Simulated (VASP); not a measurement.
A run of VASP 6.6.1 is set up as follows.

Contents of INCAR:

```
PREC = Accurate
ENCUT = 600
EDIFF = 1E-7
ISMEAR = -1
SIGMA = 0.03
LREAL = False
LASPH = True
NELM = 100
ALGO = Normal
ISIF = 3
LWAVE = False
LCHARG = False
GGA = PS
IBRION = 2
NSW = 100
EDIFFG = -0.01
```

KPOINTS

```
Automatic mesh
0
Gamma
  8 8 8
```

POSCAR

```
NaF
1.0
    0.0000000000      2.2580169028      2.2580169028
    2.2580169028      0.0000000000      2.2580169028
    2.2580169028      2.2580169028      0.0000000000
Na F
1 1
Direct
    0.0000000000      0.0000000000      0.0000000000
    0.2500000000      0.2500000000      0.2500000000
```

Potentials or basis: VASP PAW PBE potentials, release 64 (Na_pv, F).

The run is started by

```bash
$ cat potpaw_PBE.64/Na_pv/POTCAR potpaw_PBE.64/F/POTCAR > POTCAR
$ mpirun -np 1 vasp_std > vasp.out
```

Q: What does it give for the relaxed cell?

A: a = 3.585 Å, b = 3.585 Å, c = 3.585 Å, α = 60.00°, β = 60.00°, γ = 60.00°.

Q: Predict the relaxed volume.

A: 16.28 Å³/atom.

Q: Predict the space group after relaxing (to 0.05 Å).

A: F-43m (No. 216).

Q: Predict the band gap on the k mesh.

A: 5.55 eV, direct.

Final structure:
```cif
data_structure
_symmetry_space_group_name_H-M 'P 1'
_symmetry_Int_Tables_number 1
_cell_length_a 3.5846
_cell_length_b 3.5846
_cell_length_c 3.5846
_cell_angle_alpha 60.000
_cell_angle_beta 60.000
_cell_angle_gamma 60.000
_cell_volume 32.57
loop_
_atom_site_label
_atom_site_type_symbol
_atom_site_fract_x
_atom_site_fract_y
_atom_site_fract_z
_atom_site_occupancy
Na1 Na 0.00000 0.00000 0.00000 1
F1 F 0.25000 0.25000 0.25000 1
```

Caveat: the volume moved by over 15 % at a fixed basis, so the end points are rough; the PAW data sets were made with another functional, which shifts forces and pressure a little. PBEsol gaps usually lie below the measured ones, often by a third to a half.
